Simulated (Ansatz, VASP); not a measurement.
# BaCu3 in VASP and in Ansatz

INCAR

```
SYSTEM = BaCu3
ALGO = Fast ; EDIFF = 1E-6
ENCUT = 520 ; GGA = PE
ISIF = 2 ; ISMEAR = 0
LASPH = .True. ; LCHARG = .False.
LREAL = .False. ; LWAVE = .False.
NBANDS = 30 ; NELM = 100
PREC = Accurate ; SIGMA = 0.05
```

Contents of KPOINTS:

```
k-points
0
Gamma
  8 8 8
  0 0 0
```

Contents of POSCAR:

```
BaCu3
1.0
    4.4499736190      0.0000000000     -0.0444997362
    0.0000000000      4.4499736190      0.0000000000
   -0.0444997362      0.0000000000      4.4499736190
Ba Cu
1 3
Direct
    0.0000000000      0.0000000000      0.0000000000
    0.0000000000      0.5000000000      0.5000000000
    0.5000000000      0.5000000000      0.0000000000
    0.5000000000      0.0000000000      0.5000000000
```

Input for Ansatz:

```yaml
crystal:
  lattice:
    - [4.449973619, 0.0, -0.0444997362]
    - [0.0, 4.449973619, 0.0]
    - [-0.0444997362, 0.0, 4.449973619]
  atoms:
    - { symbol: Ba, position: [0.0, 0.0, 0.0] }
    - { symbol: Cu, position: [0.0, 0.5, 0.5] }
    - { symbol: Cu, position: [0.5, 0.5, 0.0] }
    - { symbol: Cu, position: [0.5, 0.0, 0.5] }
basis:
  ecutwfc: 420
  ecutrho_ratio: 4
kpoints:
  mp_grid: { grid: [8, 8, 8] }
hamiltonian:
  xc: pbe
scf:
  occupations: { method: gaussian, width: 0.05 }
output:
  forces: true
  stress: true
  eigenvalues: true
```

Change from the starting cell: strain e5 = -0.02, atoms carried along.

Alike in both runs: task single point; functional PBE; k mesh 8 × 8 × 8; occupations gaussian, width 0.05 eV; no spin polarisation.

```csv
,VASP,Ansatz
version,VASP 6.6.1,Ansatz 0.2.0
potentials or method,"VASP PAW PBE potentials, release 64 (Ba_sv, Cu), cutoff 520 eV","scalar-relativistic, plane waves, PAW"
valence electrons in the cell,43,67
```

Ansatz gave:

* gap on the k mesh at the Fermi level (eV): none
* pressure (GPa): 0.0
* traceless stress, the component that is largest in VASP (GPa): -0.31

Q: What did VASP give for the same quantities?

A: gap on the k mesh at the Fermi level (eV): none; pressure (GPa): 0.8; traceless stress, the component that is largest in VASP (GPa): -0.26.

A gap of «none» marks a metal or a gap that the smearing closes. VASP's potentials hold 43 valence electrons a cell and Ansatz's 67, so a difference there can come from the potentials and not from the codes.

Neither program's run includes spin-orbit coupling.
